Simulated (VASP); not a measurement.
Wanted: the native input for a VASP 6.6.1 run.

* Task: single point
* Functional: PBE
* Potentials or basis: VASP PAW PBE potentials, release 64 (In_d, P)
* Cutoff: 500 eV
* k mesh: 8 × 8 × 8
* Occupations: gaussian, width 0.05 eV
* Spin: no spin polarisation
* Dipole correction: no
* Further INCAR settings: ALGO = Normal; EDIFF = 1e-06; NBANDS = 16

The structure of InP lies in POSCAR:

```
InP
1.0
    0.0000000000      2.8550009661      2.8550009661
    2.8550009661      0.0000000000      2.8550009661
    2.8550009661      2.8550009661      0.0000000000
In P
1 1
Direct
    0.0000000000      0.0000000000      0.0000000000
    0.5000000000      0.5000000000      0.5000000000
```

The input as run:

INCAR

```
PREC     = Accurate       # precision mode
ENCUT    = 500            # plane-wave cutoff, eV
EDIFF    = 1E-6           # SCF threshold, eV
ISMEAR   = 0              # smearing method
SIGMA    = 0.05           # smearing width, eV
LREAL    = False          # projectors in reciprocal space
LASPH    = True           # aspherical terms in the spheres
NELM     = 120            # most SCF steps
ALGO     = Normal         # electronic algorithm
ISIF     = 2              # what is computed and relaxed
LWAVE    = False          # write WAVECAR
LCHARG   = True           # write CHGCAR
GGA      = PE             # functional
LELF     = True           # ELF
LVHAR    = True         
NBANDS   = 16             # bands
GGA_COMPAT= False
```

KPOINTS

```
regular mesh
0
Gamma
  8 8 8
```

Potentials or basis: VASP PAW PBE potentials, release 64 (In_d, P).

Command:

```bash
$ cat potpaw_PBE.64/In_d/POTCAR potpaw_PBE.64/P/POTCAR > POTCAR
$ mpirun -np 1 vasp_std > vasp.out
```

It gave:

| Item | Value |
| --- | --- |
| Pressure | -5.4 GPa |
| Band gap on the k mesh | zero (band 9 reaches 6.24 eV, above the bottom of band 10 at 3.93 eV) |

Caveat: spin-orbit coupling is left out, which moves the levels of the heavy elements.

It took 15 s on 1 thread of Intel(R) Xeon(R) Platinum 8559C (Emerald Rapids) (shared host), peak memory 0.17 GiB.
